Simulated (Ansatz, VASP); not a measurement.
One calculation of Eu, two programs

The input INCAR:

```
SYSTEM = Eu
PREC = Accurate
ENCUT = 600
EDIFF = 1E-6
ISMEAR = -1
SIGMA = 0.05
LREAL = .False.
LASPH = .True.
NELM = 150
ALGO = Normal
ISIF = 3
LWAVE = .False.
LCHARG = .False.
ISPIN = 2
MAGMOM = 7
LORBIT = 11
LMAXMIX = 6
GGA = CA
IBRION = 2
NSW = 80
EDIFFG = -0.01
```

Contents of KPOINTS:

```
Automatic mesh
0
Gamma
  10 10 10
  0 0 0
```

File POSCAR:

```
Eu
1.0
    0.0000000000      2.8669503490      2.8669503490
    2.8669503490      0.0000000000      2.8669503490
    2.8669503490      2.8669503490      0.0000000000
Eu
1
Direct
    0.0000000000      0.0000000000      0.0000000000
```

Input for Ansatz:

```yaml
crystal:
  lattice:
    - [0.0, 2.866950349, 2.866950349]
    - [2.866950349, 0.0, 2.866950349]
    - [2.866950349, 2.866950349, 0.0]
  atoms:
    - { symbol: Eu, position: [0.0, 0.0, 0.0], spin: 7.0 }
hamiltonian:
  xc: lda
  pseudopotentials:
    kind: paw
    azcp:
      Eu: "pseudopotentials/Eu.paw.azcp"
basis:
  ecutwfc: 420
  fft_grid_basis: typed
kpoints:
  mp_grid: { grid: [10, 10, 10], shift: [0, 0, 0] }
magnetization:
  spin_polarized: true
scf:
  occupations: { method: fermi_dirac, width: 0.05 }
relax:
  max_steps: 60
  f_tol: 0.01
  cell: {}
output:
  write_density: true
  write_potential: true
  elf: true
  volumetric_format: npy
```

Alike in both runs: task relaxation of cell and atoms; functional LDA; k mesh 10 × 10 × 10; occupations fermi-dirac, width 0.05 eV; collinear spin.

|  | VASP | Ansatz |
| --- | --- | --- |
| version | VASP 6.6.1 | Ansatz 0.2.0 |
| potentials or method | VASP PAW PBE potentials, release 64 (Eu), cutoff 600 eV | plane waves (420 eV) with PAW, scalar-relativistic |
| valence electrons in the cell | 17 | 17 |

Ansatz gave:

- net moment per atom (μB): 7.42
- size of the moment on the site where the two differ most (μB): 7.10
- relaxed volume (Å³/atom): 34.81
- relaxed cell length with the largest relative difference (Å): 3.665

Problem. What did VASP give for the same quantities?

Solution. net moment per atom (μB): 7.38; size of the moment on the site where the two differ most (μB): 6.72; relaxed volume (Å³/atom): 34.59; relaxed cell length with the largest relative difference (Å): 3.657.

VASP's potentials were made for PBE, not for LDA, and Ansatz warns of the same on its side. LDA's correlation is that of Perdew and Zunger in VASP and of Perdew and Wang (1992) in Ansatz. Site moments also hang on the region over which each program counts them.

Neither program's run includes spin-orbit coupling. Noted on VASP's run: the volume moved by over 15 % at a fixed basis, so the end points are rough.
